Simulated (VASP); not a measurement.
Wanted: the native input for a VASP 6.6.1 run.

| Property | Result |
| --- | --- |
| Task | single point |
| Functional | PBE |
| Potentials or basis | VASP PAW PBE potentials, release 64 (Te, Pb_d, Se) |
| Cutoff | 520 eV |
| k mesh | 8 × 8 × 4 |
| Occupations | gaussian, width 0.01 eV |
| Spin | no spin polarisation |
| Dipole correction | no |
| Further INCAR settings | ALGO = Normal; EDIFF = 1e-06; NBANDS = 50 |

The structure of TePb4Se3 lies in POSCAR:

```
TePb4Se3
1.0
    4.4692835497      0.0000000000      0.0000000000
    0.0000000000      4.4692835497      0.0000000000
    0.0000000000      0.0000000000     12.6103981786
Te Pb Se
1 4 3
Direct
    0.0000000000      0.0000000000      0.0000000000
    0.0000000000      0.0000000000      0.7425043988
    0.5000000000      0.5000000000      0.0000000000
    0.0000000000      0.0000000000      0.2574956012
    0.5000000000      0.5000000000      0.5000000000
    0.5000000000      0.5000000000      0.2522744258
    0.0000000000      0.0000000000      0.5000000000
    0.5000000000      0.5000000000      0.7477255742
```

One way to write it, as run:

INCAR

```
ALGO = Normal
EDIFF = 1E-6
ENCUT = 520
GGA = PE
ISIF = 2
ISMEAR = 0
LASPH = True
LCHARG = True
LELF = True
LREAL = False
LVHAR = True
LWAVE = False
NBANDS = 50
NELM = 80
PREC = Accurate
SIGMA = 0.01
```

KPOINTS

```
k-points
0
Gamma
  8 8 4
```

Potentials or basis: VASP PAW PBE potentials, release 64 (Te, Pb_d, Se).

Run with:

```console
$ cat potpaw_PBE.64/Te/POTCAR potpaw_PBE.64/Pb_d/POTCAR potpaw_PBE.64/Se/POTCAR > POTCAR
$ mpirun -np 1 vasp_std > vasp.out
```

Results of the run:

The pressure is 0.0 GPa. The band gap on the k mesh is 0.26 eV.

Caveat: spin-orbit coupling is left out, which moves the levels of the heavy elements.

It took 9.3 min on 1 thread of Intel Xeon 8259CL (shared host), peak memory 0.62 GiB.
